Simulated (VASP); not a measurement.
Set up this calculation in VASP 6.6.1, as the native input.

* Task: single point
* Functional: PBEsol
* Potentials or basis: VASP PAW PBE potentials, release 64 (Pt)
* Cutoff: 520 eV
* k mesh: 24 × 24 × 24
* Occupations: gaussian, width 0.15 eV
* Spin: no spin polarisation
* Dipole correction: no
* Further INCAR settings: ALGO = Fast; EDIFF = 1e-06; NBANDS = 11

The structure of Pt lies in POSCAR:

```
Pt
1.0
   -1.7783163460      1.7783163460      1.2572696566
    1.7783163460     -1.7783163460      1.2572696566
    1.7783163460      1.7783163460     -1.2572696566
Pt
1
Direct
    0.0000000000      0.0000000000      0.0000000000
```

This cell differs from its parent crystal: ratio of the length along z to the lengths across it x 0.707, volume and fractional coordinates fixed.

The input as run:

INCAR

```
SYSTEM = Pt
PREC     = Accurate       ! precision mode
ENCUT    = 520            ! plane-wave cutoff, eV
EDIFF    = 1E-6           ! SCF threshold, eV
ISMEAR   = 0              ! smearing method
SIGMA    = 0.15           ! smearing width, eV
LREAL    = .False.        ! projectors in reciprocal space
LASPH    = .True.         ! aspherical terms in the spheres
NELM     = 60             ! most SCF steps
ALGO     = Fast           ! electronic algorithm
ISIF     = 2              ! what is computed and relaxed
LWAVE    = .False.        ! write WAVECAR
LCHARG   = .False.        ! write CHGCAR
GGA      = PS             ! functional
NBANDS   = 11             ! bands
```

KPOINTS

```
Automatic mesh
0
Gamma
  24 24 24
  0 0 0
```

Potentials or basis: VASP PAW PBE potentials, release 64 (Pt).

Command:

```bash
$ cat potpaw_PBE.64/Pt/POTCAR > POTCAR
$ mpirun -np 1 vasp_std > vasp.out
```

Results of the run:

```
Pressure               : -1.9 GPa
Band gap on the k mesh : zero (bands 5 and 6 overlap by 2.07 eV)
```

Caveat: the stress differs along the axes, from -17 to 29 GPa; the PAW data sets were made with another functional, which shifts forces and pressure a little; spin-orbit coupling is left out, which moves the levels of the heavy elements.

Wall time 3.7 min on 1 thread of Intel Xeon 8259CL, on a shared host, peak memory 0.31 GiB.
